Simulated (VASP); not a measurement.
# MoS2 in VASP: notebook

Runs on MoS2. Level: r2SCAN. Tasks: single point.

Everything below comes from runs of VASP 6.6.1. Logs are shortened: lines on timing, memory, paths and dates and some standing lists are left out, and cuts for length are marked.

## 1. The cell of the first run

The cell holds a slab with vacuum, 3 atoms: a = 3.184 Å, b = 3.184 Å, c = 17.335 Å, α = 90.00°, β = 90.00°, γ = 120.00°.

## 2. Single point, r2SCAN

POSCAR reads:

```
MoS2
1.0
    3.1841260000      0.0000000000      0.0000000000
   -1.5920630000      2.7575340000      0.0000000000
    0.0000000000      0.0000000000     17.3346000000
Mo S
1 2
Direct
    0.0000000000      0.0000000000      0.0000000000
    0.3333333333      0.6666666667      0.0894930000
    0.3333333333      0.6666666667      0.9105070000
```

INCAR.step1 reads:

```
PREC = Accurate ; ENCUT = 520
ISMEAR = -1 ; SIGMA = 0.1
LREAL = F ; LASPH = T
NELM = 100 ; NBANDS = 20
GGA = PE ; ALGO = Normal
EDIFF = 1E-4 ; LWAVE = T
LCHARG = F
```

INCAR.step2 reads:

```
PREC = Accurate ; ENCUT = 520
EDIFF = 1E-6 ; ISMEAR = -1
SIGMA = 0.1 ; LREAL = F
LASPH = T ; NELM = 100
ALGO = Normal ; ISIF = 2
LWAVE = F ; LCHARG = F
METAGGA = R2SCAN ; LMIXTAU = T
NBANDS = 20 ; ISTART = 1
```

KPOINTS reads:

```
Automatic mesh
0
Gamma
  6 6 1
```

Potentials or basis: VASP PAW PBE potentials, release 64 (Mo_sv, S).

Launch:

```sh
> cat potpaw_PBE.64/Mo_sv/POTCAR potpaw_PBE.64/S/POTCAR > POTCAR
> cp INCAR.step1 INCAR
> mpirun -np 1 vasp_std > vasp.out
> cp INCAR.step2 INCAR
> mpirun -np 1 vasp_std > vasp.out
```

OUTCAR:

```text
PREC = Accurate
   ENCUT = 520
   EDIFF = 1E-6
   ISMEAR = -1
   LREAL = F
   LASPH = T
   NELM = 100
   ISIF = 2
   METAGGA = R2SCAN
   ISTART = 1

 ion  position               nearest neighbor table
   1  0.000  0.000  0.000-   2 2.41   3 2.41   2 2.41   3 2.41   2 2.41   3 2.41
   2  0.333  0.667  0.089-   1 2.41   1 2.41   1 2.41
   3  0.333  0.667  0.911-   1 2.41   1 2.41   1 2.41

  LATTYP: Found a hexagonal cell.
 ALAT       =     3.1841260000
 C/A-ratio  =     5.4440684822

  Lattice vectors:

 A1 = (   3.1841260000,   0.0000000000,   0.0000000000)
 A2 = (  -1.5920630000,   2.7575340000,   0.0000000000)
 A3 = (   0.0000000000,   0.0000000000,  17.3346000000)

Analysis of symmetry for initial positions (statically):
=====================================================================
 Subroutine PRICEL returns:
 Original cell was already a primitive cell.

 Routine SETGRP: Setting up the symmetry group for a
 hexagonal supercell.

 Subroutine GETGRP returns: Found 12 space group operations
 (whereof 12 operations were pure point group operations)
 out of a pool of 24 trial point group operations.

The static configuration has the point symmetry D_3h.

Analysis of symmetry for dynamics (positions and initial velocities):
=====================================================================
 Subroutine PRICEL returns:
 Original cell was already a primitive cell.

 Routine SETGRP: Setting up the symmetry group for a
 hexagonal supercell.

 Subroutine GETGRP returns: Found 12 space group operations
 (whereof 12 operations were pure point group operations)
 out of a pool of 24 trial point group operations.

The dynamic configuration has the point symmetry D_3h.

 Subroutine INISYM returns: Found 12 space group operations
 (whereof 12 operations are pure point group operations),
 and found     1 'primitive' translations

----------------------------------------------------------------------------------------

                                     Primitive cell

  volume of cell :     152.2036

  direct lattice vectors                    reciprocal lattice vectors
     3.184126000  0.000000000  0.000000000     0.314057924  0.181321427  0.000000000
[... 62 lines left out ...]
   ISTART =      1    job   : 0-new  1-cont  2-samecut
   ICHARG =      0    charge: 1-file 2-atom 10-const
   ISPIN  =      1    spin polarized calculation?
   LNONCOLLINEAR =      F non collinear calculations
   LSORBIT =      F    spin-orbit coupling
   LASPH  =      T    aspherical Exc in radial PAW
   ENCUT  =  520.0 eV  38.22 Ry    6.18 a.u.   5.92  5.92 32.23*2*pi/ulx,y,z
   NELM   =    100;   NELMIN=  2; NELMDL=  0     # of ELM steps
   EDIFF  = 0.1E-05   stopping-criterion for ELM
   LREAL  =      F    real-space projection
   EDIFFG = 0.1E-04   stopping-criterion for IOM
   NSW    =      0    number of steps for IOM
   IBRION =     -1    ionic relax: 0-MD 1-quasi-New 2-CG
   NFREE  =      0    steps in history (QN), initial steepest desc. (CG)
   ISIF   =      2    stress and relaxation
   ISYM   =      2    0-nonsym 1-usesym 2-fastsym
   POTIM  = 0.5000    time-step for ionic-motion
   TEBEG  =    0.0;   TEEND  =   0.0 temperature during run
   PSTRESS=    0.0 pullay stress
   NELECT =      26.0000    total number of electrons
   NUPDOWN=      -1.0000    fix difference up-down
   EMIN   =  10.00;   EMAX   =-10.00  energy-range for DOS
   EFERMI =   0.00;   METHOD = LEGACY
   ISMEAR =    -1;   SIGMA  =   0.10  broadening in eV -4-tet -1-fermi 0-gaus
   EFERMI_NEDOS =   21; number of points for ismear=-14 and -15
   IALGO  =     38    algorithm
   IMIX   =      4    mixing-type and parameters
     AMIX     =   0.40;   BMIX     =  1.00
     AMIX_MAG =   1.60;   BMIX_MAG =  1.00
  volume/ion in A,a.u.               =      50.73       342.37
  Fermi-wavevector in a.u.,A,eV,Ry     =   0.908359  1.716550 11.226391  0.825116
  Thomas-Fermi vector in A             =   2.032276
   LORBIT       =      0    0 simple, 1 ext, 2 COOP (PROOUT), +10 PAW based schemes
   METAGGA = R2SCAN    functional components
   LHFCALC =     F    Hartree Fock is set to
   AEXX    =    0.0000 exact exchange contribution
   IVDW    =     0    specifies the selected vdW correction
   LEPSILON=     F    determine dielectric tensor
   LRPA    =     F    only Hartree local field effects (RPA)
 non-spin polarized calculation
  energy-cutoff  :      520.00
  volume of cell :      152.20
 maximum number of plane-waves:      4113
 NGX is ok and might be reduce to    24
   NGX = 11   NGY = 11   NGZ = 65

 number of electron      25.9999999 magnetization

 Free energy of the ion-electron system (eV)
  ---------------------------------------------------
  ext. energy  EPLUGINS =         0.00000000
  ---------------------------------------------------
  free energy    TOTEN  =       -44.99989671 eV

  energy without entropy =      -44.99984342  energy(sigma->0) =      -44.99987006

 E-fermi :  -0.7240     XC(G=0):  -4.4411

 val. band max:       -1.5632419808   @ k =   0.0000   0.0000   0.0000
 cond. band min:       0.1180075288   @ k =   0.3333   0.3333   0.0000
 fundamental gap:      1.6812495096
 Fermi energy:        -0.7239558258

 k-point     1 :       0.0000    0.0000    0.0000
  band No.  band energies     occupation
      1     -64.4302      2.00000
      2     -37.8443      2.00000
      3     -37.6338      2.00000
      4     -37.6338      2.00000
      5     -16.4076      2.00000
      6     -15.0014      2.00000
[... 150 lines left out ...]
     19       6.5583      0.00000
     20       8.6667      0.00000

------------------------ aborting loop because EDIFF is reached ----------------------------------------

  FORCE on cell =-STRESS in cart. coord.  units (eV):
  Direction    XX          YY          ZZ          XY          YZ          ZX
  --------------------------------------------------------------------------------------
  -------------------------------------------------------------------------------------
  Total        0.0250760      0.0250760      0.0632842      0.0000000      0.0000000      0.0000000
  in kB        0.2639640      0.2639640      0.6661635      0.0000000      0.0000000      0.0000000
  external PRESSURE =       0.3980305 kB  Pullay stress =       0.0000000 kB

 VOLUME and BASIS-vectors are now :
 -----------------------------------------------------------------------------
  energy-cutoff  :      520.00
  volume of cell :      152.20
      direct lattice vectors                 reciprocal lattice vectors
     3.184126000  0.000000000  0.000000000     0.314057924  0.181321427  0.000000000
    -1.592063000  2.757534000  0.000000000     0.000000000  0.362642854  0.000000000
     0.000000000  0.000000000 17.334600000     0.000000000  0.000000000  0.057688092

 POSITION                                       TOTAL-FORCE (eV/Angst)
 -----------------------------------------------------------------------------------
      0.00000      0.00000      0.00000        -0.000000     -0.000000      0.000000
     -0.00000      1.83836      1.55133         0.000000      0.000000      0.025841
     -0.00000      1.83836     15.78327        -0.000000     -0.000000     -0.025841
 -----------------------------------------------------------------------------------
    total drift:                               -0.000000     -0.000000     -0.000000

  FREE ENERGIE OF THE ION-ELECTRON SYSTEM (eV)
  ---------------------------------------------------
  free  energy   TOTEN  =       -44.9998967119 eV

  energy  without entropy=      -44.9998434161  energy(sigma->0) =      -44.99987006
```

OSZICAR.step1:

```text
N       E                     dE             d eps       ncg     rms          rms(c)
DAV:   1     0.148679707325E+03    0.14868E+03   -0.12464E+04   352   0.109E+03
DAV:   2    -0.130403911960E+02   -0.16172E+03   -0.15797E+03   384   0.246E+02
DAV:   3    -0.231964018764E+02   -0.10156E+02   -0.10072E+02   368   0.532E+01
DAV:   4    -0.233597830898E+02   -0.16338E+00   -0.16319E+00   356   0.712E+00
DAV:   5    -0.233635233506E+02   -0.37403E-02   -0.37401E-02   376   0.107E+00    0.239E+01
DAV:   6    -0.222521774055E+02    0.11113E+01   -0.11598E+01   300   0.198E+01    0.889E+00
DAV:   7    -0.220478542910E+02    0.20432E+00   -0.53616E+00   312   0.128E+01    0.595E+00
DAV:   8    -0.218531387937E+02    0.19472E+00   -0.10469E+00   332   0.597E+00    0.156E+00
DAV:   9    -0.218530475338E+02    0.91260E-04   -0.35225E-02   356   0.113E+00    0.787E-01
DAV:  10    -0.218495647544E+02    0.34828E-02   -0.16850E-02   336   0.796E-01    0.143E-01
DAV:  11    -0.218492080227E+02    0.35673E-03   -0.70183E-04   332   0.179E-01    0.652E-02
DAV:  12    -0.218490843112E+02    0.12371E-03   -0.16703E-04   280   0.725E-02    0.265E-02
DAV:  13    -0.218489963476E+02    0.87964E-04   -0.17806E-04   276   0.577E-02
   1 F= -.21848996E+02 E0= -.21848954E+02  d E =-.851276E-04
```

It took 2.2 min on 1 thread of Intel Xeon Platinum 8259CL at 2.50GHz (Skylake/Cascade Lake), shared host; peak memory 0.29 GiB.

What came out:

```yaml
Free_energy: -44.9999 eV
Largest_force: 0.026 eV/Å
Band_gap_on_the_k_mesh: 1.68 eV, indirect (least direct gap 1.77 eV)
```

Forces in eV/Å, atoms in the order of the input:
```
Mo   0.000  0.000  0.000
S    0.000  0.000  0.026
S    0.000  0.000 -0.026
```

Caveat: the PAW data sets were made with another functional, which shifts forces and pressure a little.

## 3. Single point, r2SCAN

POSCAR is that of step 2.

INCAR.step1 reads:

```
  ALGO = Normal
  EDIFF = 1E-4
  ENCUT = 520
  GGA = PE
  ISMEAR = -1
  LASPH = True
  LCHARG = False
  LREAL = False
  LWAVE = True
  NBANDS = 20
  NELM = 100
  PREC = Accurate
  SIGMA = 0.1
```

INCAR.step2 reads:

```
  ALGO = Normal
  EDIFF = 1E-7
  ENCUT = 520
  ISIF = 2
  ISMEAR = -1
  ISTART = 1
  LASPH = True
  LCHARG = False
  LMIXTAU = True
  LREAL = False
  LWAVE = False
  METAGGA = R2SCAN
  NBANDS = 20
  NELM = 100
  PREC = Accurate
  SIGMA = 0.1
```

KPOINTS reads:

```
k-points
0
Gamma
  8 8 2
```

Potentials or basis: VASP PAW PBE potentials, release 64 (Mo_sv, S).

Launch:

```sh
> cat potpaw_PBE.64/Mo_sv/POTCAR potpaw_PBE.64/S/POTCAR > POTCAR
> cp INCAR.step1 INCAR
> mpirun -np 1 vasp_std > vasp.out
> cp INCAR.step2 INCAR
> mpirun -np 1 vasp_std > vasp.out
```

Wall time 5.9 min (1 thread of Intel Xeon Platinum 8259CL at 2.50GHz (Skylake/Cascade Lake), shared host); peak memory 0.32 GiB.

The run converged. Its results:

- Free energy: -45.0010 eV
- Largest force: 0.022 eV/Å
- Band gap on the k mesh: 1.87 eV, indirect (least direct gap 2.10 eV)

Forces on the atoms (eV/Å):
```
Mo   0.000  0.000  0.000
S    0.000  0.000  0.022
S    0.000  0.000 -0.022
```

Levels at points of the mesh, in eV from the valence-band top:
| k point | band 11 | band 12 | band 13 | band 14 | band 15 | band 16 |
| --- | --- | --- | --- | --- | --- | --- |
| (0.00, 0.00, 0.00) | -1.72 | -1.72 | 0.00 | 2.88 | 2.88 | 3.14 |
| (0.50, 0.00, 0.00) | -2.04 | -1.18 | -0.70 | 2.32 | 2.85 | 4.16 |
| (0.00, 0.00, 0.50) | -1.72 | -1.72 | 0.00 | 2.88 | 2.88 | 3.14 |
| (0.50, 0.00, 0.50) | -2.04 | -1.18 | -0.70 | 2.32 | 2.85 | 4.16 |

Caveat: the PAW data sets were made with another functional, which shifts forces and pressure a little.
